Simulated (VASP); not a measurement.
Here is a VASP 6.6.1 calculation.

Contents of INCAR:

```
SYSTEM = Y2AsN
PREC     = Accurate       ! precision mode
ENCUT    = 600            ! plane-wave cutoff, eV
EDIFF    = 1E-6           ! SCF threshold, eV
ISMEAR   = -1             ! smearing method
SIGMA    = 0.15           ! smearing width, eV
LREAL    = .FALSE.        ! projectors in reciprocal space
LASPH    = .TRUE.         ! aspherical terms in the spheres
NELM     = 60             ! most SCF steps
ALGO     = Normal         ! electronic algorithm
ISIF     = 3              ! what is computed and relaxed
LWAVE    = .FALSE.        ! write WAVECAR
LCHARG   = .FALSE.        ! write CHGCAR
GGA      = PS             ! functional
IBRION   = 2              ! ionic algorithm
NSW      = 80             ! ionic steps
EDIFFG   = -0.001         ! ionic threshold
```

The input KPOINTS:

```
Automatic mesh
0
G
  12 12 8
  0 0 0
```

The input POSCAR:

```
Y2AsN
1.0
    3.7882614251      0.0000000000      0.0000000000
    0.0000000000      3.7882614251      0.0000000000
    0.0000000000      0.0000000000      5.3959384885
Y As N
2 1 1
Direct
    0.0000000000      0.0000000000      0.0000000000
    0.5000000000      0.5000000000      0.5000000000
    0.5000000000      0.5000000000      0.0000000000
    0.0000000000      0.0000000000      0.5000000000
```

Potentials or basis: VASP PAW PBE potentials, release 64 (Y_sv, As, N).

The run is started by

```console
$ cat potpaw_PBE.64/Y_sv/POTCAR potpaw_PBE.64/As/POTCAR potpaw_PBE.64/N/POTCAR > POTCAR
$ mpirun -np 1 vasp_std > vasp.out
```

(1) What does it give for the space group after relaxing (to 0.1 Å)?

(2) Predict the relaxed cell.

(3) Predict the band gap on the k mesh.

(4) Predict the relaxed volume.

Results:

(1) P4/mmm (No. 123).

(2) a = 3.788 Å, b = 3.788 Å, c = 5.398 Å, α = 90.00°, β = 90.00°, γ = 90.00°.

(3) zero (bands 16 and 17 overlap by 0.84 eV).

(4) 19.37 Å³/atom.

Caveat: the PAW data sets were made with another functional, which shifts forces and pressure a little.
